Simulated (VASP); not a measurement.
# Al2H (Fm-3m) in VASP: single point with PBE

Aim: the single point of Al2H with PBE.

All numbers are computed with VASP 6.6.1; they aren't measurements. Logs are shortened: lines on timing, memory, paths and dates and some standing lists are left out, and cuts for length are marked.

## Step 1: The cell of the first run

Symmetry: Fm-3m, No. 225, cubic system. Conventional cell: a = 5.141 Å, b = 5.141 Å, c = 5.141 Å, α = 90.00°, β = 90.00°, γ = 90.00°. Within 2.9 Å of Al (site symmetry -43m) lie 4 H at 2.23 Å and 6 Al at 2.57 Å. Within 2.9 Å of H (site symmetry m-3m) lie 8 Al at 2.23 Å.

## Step 2: Single point, PBE (atoms taken out)

INCAR reads:

```
ALGO = Normal
EDIFF = 1E-6
ENCUT = 500
GGA = PE
GGA_COMPAT = False
ISIF = 2
ISMEAR = 0
LASPH = True
LCHARG = False
LREAL = False
LWAVE = False
NBANDS = 10
NELM = 120
PREC = Accurate
SIGMA = 0.1
```

KPOINTS reads:

```
k-points
0
Gamma
  6 6 6
```

POSCAR reads:

```
Al2H
1.0
    0.0000000000      2.5703634000      2.5703634000
    2.5703634000      0.0000000000      2.5703634000
    2.5703634000      2.5703634000      0.0000000000
Al H
2 1
Direct
    0.7500000000      0.7500000000      0.7500000000
    0.2500000000      0.2500000000      0.2500000000
    0.0000000000      0.0000000000      0.0000000000
```

Potentials or basis: VASP PAW PBE potentials, release 64 (Al, H).

Launch:

```bash
$ cat potpaw_PBE.64/Al/POTCAR potpaw_PBE.64/H/POTCAR > POTCAR
$ mpirun -np 1 vasp_std > vasp.out
```

OUTCAR:

```text
EDIFF = 1E-6
   ENCUT = 500
   GGA = PE
   ISIF = 2
   ISMEAR = 0
   LASPH = True
   LREAL = False
   NELM = 120
   PREC = Accurate

 ion  position               nearest neighbor table
   1  0.750  0.750  0.750-   2 2.57   2 2.57   2 2.57   2 2.57   2 2.57   2 2.57
   2  0.250  0.250  0.250-   1 2.57   1 2.57   1 2.57   1 2.57   1 2.57   1 2.57
   3  0.000  0.000  0.000-

  LATTYP: Found a face centered cubic cell.
 ALAT       =     5.1407268000

  Lattice vectors:

 A1 = (   0.0000000000,   2.5703634000,   2.5703634000)
 A2 = (   2.5703634000,   0.0000000000,   2.5703634000)
 A3 = (   2.5703634000,   2.5703634000,   0.0000000000)

Analysis of symmetry for initial positions (statically):
=====================================================================
 Subroutine PRICEL returns:
 Original cell was already a primitive cell.

 Routine SETGRP: Setting up the symmetry group for a
 face centered cubic supercell.

 Subroutine GETGRP returns: Found 48 space group operations
 (whereof 48 operations were pure point group operations)
 out of a pool of 48 trial point group operations.

The static configuration has the point symmetry O_h .

Analysis of symmetry for dynamics (positions and initial velocities):
=====================================================================
 Subroutine PRICEL returns:
 Original cell was already a primitive cell.

 Routine SETGRP: Setting up the symmetry group for a
 face centered cubic supercell.

 Subroutine GETGRP returns: Found 48 space group operations
 (whereof 48 operations were pure point group operations)
 out of a pool of 48 trial point group operations.

The dynamic configuration has the point symmetry O_h .

 Subroutine INISYM returns: Found 48 space group operations
 (whereof 48 operations are pure point group operations),
 and found     1 'primitive' translations

----------------------------------------------------------------------------------------

                                     Primitive cell

  volume of cell :      33.9636

  direct lattice vectors                    reciprocal lattice vectors
     0.000000000  2.570363400  2.570363400    -0.194525023  0.194525023  0.194525023
     2.570363400  0.000000000  2.570363400     0.194525023 -0.194525023  0.194525023
[... 83 lines left out ...]
   NFREE  =      0    steps in history (QN), initial steepest desc. (CG)
   ISIF   =      2    stress and relaxation
   ISYM   =      2    0-nonsym 1-usesym 2-fastsym
   POTIM  = 0.5000    time-step for ionic-motion
   TEBEG  =    0.0;   TEEND  =   0.0 temperature during run
   PSTRESS=    0.0 pullay stress
   NELECT =       7.0000    total number of electrons
   NUPDOWN=      -1.0000    fix difference up-down
   EMIN   =  10.00;   EMAX   =-10.00  energy-range for DOS
   EFERMI =   0.00;   METHOD = LEGACY
   ISMEAR =     0;   SIGMA  =   0.10  broadening in eV -4-tet -1-fermi 0-gaus
   EFERMI_NEDOS =   21; number of points for ismear=-14 and -15
   IALGO  =     38    algorithm
   IMIX   =      4    mixing-type and parameters
     AMIX     =   0.40;   BMIX     =  1.00
     AMIX_MAG =   1.60;   BMIX_MAG =  1.00
  volume/ion in A,a.u.               =      11.32        76.40
  Fermi-wavevector in a.u.,A,eV,Ry     =   0.967022  1.827406 12.723235  0.935131
  Thomas-Fermi vector in A             =   2.096873
   LORBIT       =      0    0 simple, 1 ext, 2 COOP (PROOUT), +10 PAW based schemes
   GGA     = PE    functional components
   LHFCALC =     F    Hartree Fock is set to
   AEXX    =    0.0000 exact exchange contribution
   IVDW    =     0    specifies the selected vdW correction
   LEPSILON=     F    determine dielectric tensor
   LRPA    =     F    only Hartree local field effects (RPA)
 non-spin polarized calculation
 Gauss-broadening in eV      SIGMA  =   0.10
  energy-cutoff  :      500.00
  volume of cell :       33.96
 maximum number of plane-waves:       881
 NGX is ok and might be reduce to    28
   NGX = 13   NGY = 13   NGZ = 13

 number of electron       7.0000000 magnetization

 Free energy of the ion-electron system (eV)
  ---------------------------------------------------
  ext. energy  EPLUGINS =         0.00000000
  ---------------------------------------------------
  free energy    TOTEN  =        -8.86933322 eV

  energy without entropy =       -8.86497831  energy(sigma->0) =       -8.86715577

 E-fermi :   7.9140     XC(G=0): -10.4387

 val. band max:        7.8463903247   @ k =   0.3333   0.3333   0.0000
 cond. band min:       7.9435756683   @ k =   0.5000   0.5000   0.0000
 fundamental gap:      0.0971853437
 Fermi energy:         7.9139561990

 k-point     1 :       0.0000    0.0000    0.0000
  band No.  band energies     occupation
      1      -4.1491      2.00000
      2       9.7263      0.00000
      3      10.9988      0.00000
      4      10.9988      0.00000
      5      10.9988      0.00000
      6      12.5885      0.00000
      7      12.5885      0.00000
      8      12.5885      0.00000
      9      15.9282      0.00000
     10      15.9282      0.00000
[... 183 lines left out ...]
 k-point    16 :      -0.3333    0.5000    0.1667
  band No.  band energies     occupation
      1       0.6319      2.00000
      2       2.5237      2.00000
      3       4.3147      2.00000
      4       4.3515      2.00000
      5      10.5068      0.00000
      6      11.2511      0.00000
      7      15.7140      0.00000
      8      16.0334      0.00000
      9      22.0835      0.00000
     10      22.6790      0.00000

------------------------ aborting loop because EDIFF is reached ----------------------------------------

  FORCE on cell =-STRESS in cart. coord.  units (eV):
  Direction    XX          YY          ZZ          XY          YZ          ZX
  --------------------------------------------------------------------------------------
  -------------------------------------------------------------------------------------
  Total        3.6640254      3.6640254      3.6640254     -0.0000000     -0.0000000     -0.0000000
  in kB      172.8444655    172.8444655    172.8444655     -0.0000000     -0.0000000     -0.0000000
  external PRESSURE =     172.8444655 kB  Pullay stress =       0.0000000 kB

 VOLUME and BASIS-vectors are now :
 -----------------------------------------------------------------------------
  energy-cutoff  :      500.00
  volume of cell :       33.96
      direct lattice vectors                 reciprocal lattice vectors
     0.000000000  2.570363400  2.570363400    -0.194525023  0.194525023  0.194525023
     2.570363400  0.000000000  2.570363400     0.194525023 -0.194525023  0.194525023
     2.570363400  2.570363400  0.000000000     0.194525023  0.194525023 -0.194525023

 POSITION                                       TOTAL-FORCE (eV/Angst)
 -----------------------------------------------------------------------------------
      3.85555      3.85555      3.85555        -0.000000     -0.000000     -0.000000
      1.28518      1.28518      1.28518         0.000000      0.000000      0.000000
      0.00000      0.00000      0.00000        -0.000000     -0.000000     -0.000000
 -----------------------------------------------------------------------------------
    total drift:                               -0.000000     -0.000000     -0.000000

  FREE ENERGIE OF THE ION-ELECTRON SYSTEM (eV)
  ---------------------------------------------------
  free  energy   TOTEN  =        -8.8693332232 eV

  energy  without entropy=       -8.8649783107  energy(sigma->0) =       -8.86715577
```

Run time: 4.9 s. Hardware: 1 thread of Intel Xeon Platinum 8488C (Sapphire Rapids), shared host; peak memory 0.14 GiB.

Results:

```yaml
Free_energy: -8.8693 eV
Pressure: 17.3 GPa
Band_gap_on_the_k_mesh: zero (an odd number of electrons rules out a gap without spin polarisation)
```

Caveat: the cell differs from its parent crystal (atoms taken out); the cell stands under pressure.
